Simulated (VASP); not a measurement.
A run of VASP 6.6.1 is set up as follows.

File INCAR:

```
PREC = Accurate
ENCUT = 520
EDIFF = 1E-6
ISMEAR = 0
SIGMA = 0.01
LREAL = F
LASPH = T
NELM = 60
ALGO = Normal
ISIF = 2
LWAVE = F
LCHARG = F
GGA = PE
NBANDS = 19
```

File KPOINTS:

```
regular mesh
0
Gamma
  4 4 4
```

The input POSCAR:

```
SrCl2
1.0
    0.0000000000      3.4976509228      3.4976509228
    3.4976509228      0.0000000000      3.4976509228
    3.4976509228      3.4976509228      0.0000000000
Sr Cl
1 2
Direct
    0.0000000000      0.0000000000      0.0000000000
    0.2500000000      0.2500000000      0.2500000000
    0.7500000000      0.7500000000      0.7500000000
```

Potentials or basis: VASP PAW PBE potentials, release 64 (Sr_sv, Cl).

Run with:

```console
$ cat potpaw_PBE.64/Sr_sv/POTCAR potpaw_PBE.64/Cl/POTCAR > POTCAR
$ mpirun -np 1 vasp_std > vasp.out
```

**Question.** Estimate the pressure.

**Answer.** 0.8 GPa.

**Question.** Estimate the band gap on the k mesh.

**Answer.** 5.31 eV, indirect (least direct gap 5.51 eV).

A k mesh can miss the band edges. As with any semilocal functional, this PBE gap is likely too small.
